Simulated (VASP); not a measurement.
## Nd2Y2Cl: single point with PBE

Crystal: Nd2Y2Cl.

```
CELL_PARAMETERS angstrom
5.74083 0.00000 0.00000
-2.87042 4.97171 0.00000
0.00000 0.00000 6.45380
ATOMIC_POSITIONS crystal
Nd 0.33333 0.66667 0.50000
Nd 0.00000 0.00000 0.00000
Y 0.00000 0.00000 0.50000
Y 0.33333 0.66667 0.00000
Cl 0.66667 0.33333 0.50000
```

The cell was built from a structure type or drawn by symmetry, and may not be a known phase.

```yaml
Program: VASP 6.6.1
Task: single point
Functional: PBE
Potentials_or_basis: VASP PAW PBE potentials, release 64 (Nd_3, Y_sv, Cl), 4f in core
Cutoff: 500 eV
k_mesh: 4 × 4 × 3
Occupations: gaussian, width 0.2 eV
Spin: no spin polarisation
```

* Pressure: 0.3 GPa
* Band gap on the k mesh: zero (an odd number of electrons rules out a gap without spin polarisation)

Stress tensor (GPa, compression positive):
```
0.38 0.00 0.00
0.00 0.38 0.00
0.00 0.00 0.18
```

Levels at points of the mesh, in eV from the Fermi level:
```
           k point  band 21  band 22  band 23  band 24  band 25  band 26  band 27  band 28  band 29  band 30
(0.00, 0.00, 0.00)    -3.12    -0.95    -0.95    -0.78    -0.42     0.14     0.67     0.67     1.10     1.10
(0.50, 0.00, 0.00)    -1.76    -1.38    -1.35    -0.59    -0.49     0.08     0.12     0.15     0.27     0.79
```

Wall time 41 s on 1 thread of Intel(R) Xeon(R) 6975P-C (Granite Rapids), with other jobs on the host, peak memory 0.3 GiB.

Caveat: spin-orbit coupling is left out, which moves the levels of the heavy elements; the 4f electrons are frozen in the core, so they carry no moment and show no levels; an odd number of electrons without spin polarisation forces a metal; a magnetic or distorted state may lie lower; the run has no spin polarisation, though such a crystal can be magnetic. Spin polarisation is off, so any magnetic state and its effect on volume and gap are missing.
